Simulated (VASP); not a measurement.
The system is SrO.

```
Sr O
1.0
     4.27547    0.00000    0.00000
    -2.13773    3.70266    0.00000
     0.00000    0.00000    5.15559
Sr O
2 2
Direct
  0.33333 0.66667 0.93813
  0.66667 0.33333 0.43813
  0.33333 0.66667 0.43687
  0.66667 0.33333 0.93687
```

| Property | Result |
| --- | --- |
| Program | VASP 6.6.1 |
| Task | relaxation of cell and atoms |
| Functional | PBEsol |
| Potentials or basis | VASP PAW PBE potentials, release 64 (Sr_sv, O) |
| Cutoff | 600 eV |
| k mesh | 6 × 6 × 4 |
| Occupations | fermi-dirac, width 0.01 eV |
| Spin | no spin polarisation |

At the start: pressure -1.5 GPa; volume 20.40 Å³/atom.

Problem. How do energy, volume and symmetry change on relaxing?

Solution. Over 5 steps the energy falls by 2.2 meV/atom and the volume is 19.96 Å³/atom (-2.2 %); space group P6_3/mmc (No. 194, to 0.1 Å) before and after.

The path:
```
step  energy change (eV)  largest force (eV/Å)  pressure (GPa)  volume (Å³)
   1              0.0000                0.0123           -1.55        81.62
   2             -0.0076                0.0122            0.56        79.31
   3             -0.0086                0.0123           -0.01        79.88
   4             -0.0086                0.0123            0.02        79.85
   5             -0.0086                0.0097            0.04        79.84
```

Final structure:
```cif
data_structure
_symmetry_space_group_name_H-M 'P 1'
_symmetry_Int_Tables_number 1
_cell_length_a 4.2444
_cell_length_b 4.2444
_cell_length_c 5.1175
_cell_angle_alpha 90.000
_cell_angle_beta 90.000
_cell_angle_gamma 120.000
_cell_volume 79.84
loop_
_atom_site_label
_atom_site_type_symbol
_atom_site_fract_x
_atom_site_fract_y
_atom_site_fract_z
_atom_site_occupancy
Sr1 Sr 0.33333 0.66667 0.93793 1
Sr2 Sr 0.66667 0.33333 0.43793 1
O1 O 0.33333 0.66667 0.43707 1
O2 O 0.66667 0.33333 0.93707 1
```

Caveat: the PAW data sets were made with another functional, which shifts forces and pressure a little.
